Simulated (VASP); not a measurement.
Wanted: the native input for a VASP 6.6.1 run.

- Task: single point
- Functional: PBE
- Potentials or basis: VASP PAW PBE potentials, release 64 (Ti_sv)
- Cutoff: 520 eV
- k mesh: 10 × 7 × 1
- Occupations: gaussian, width 0.1 eV
- Spin: no spin polarisation
- Dipole correction: yes
- Further INCAR settings: ALGO = Normal; EDIFF = 1e-06; NBANDS = 32

The structure of Ti lies in POSCAR:

```
Ti
1.0
    2.9076478547      0.0000000000      0.0000000000
    0.0000000000      4.1120350307      0.0000000000
    0.0000000000      0.0000000000     18.3614717820
Ti
4
Direct
    0.5000000000      0.5000000000      0.3812330560
    0.0000000000      0.0000000000      0.4604110187
    0.5000000000      0.5000000000      0.5315466989
    0.0000000000      0.0000000000      0.6074570836
```

These files were run (other wordings do the same):

INCAR

```
PREC     = Accurate       # precision mode
ENCUT    = 520            # plane-wave cutoff, eV
EDIFF    = 1E-6           # SCF threshold, eV
ISMEAR   = 0              # smearing method
SIGMA    = 0.1            # smearing width, eV
LREAL    = F              # projectors in reciprocal space
LASPH    = T              # aspherical terms in the spheres
NELM     = 60             # most SCF steps
ALGO     = Normal         # electronic algorithm
ISIF     = 2              # what is computed and relaxed
LWAVE    = F              # write WAVECAR
LCHARG   = F              # write CHGCAR
LDIPOL   = T            
IDIPOL   = 3            
DIPOL    = 0.5 0.5 0.495
GGA      = PE             # functional
NBANDS   = 32             # bands
```

KPOINTS

```
Automatic mesh
0
Gamma
  10 7 1
```

Potentials or basis: VASP PAW PBE potentials, release 64 (Ti_sv).

Run with:

```console
$ cat potpaw_PBE.64/Ti_sv/POTCAR > POTCAR
$ mpirun -np 1 vasp_std > vasp.out
```

It gave:

```json
{"Largest force": "0.330 eV/Å", "Band gap on the k mesh": "zero (bands 24 and 25 overlap by 0.39 eV)"}
```

It took 7.5 min on 1 thread of Intel Xeon 8259CL, with other jobs on the host, peak memory 0.38 GiB.
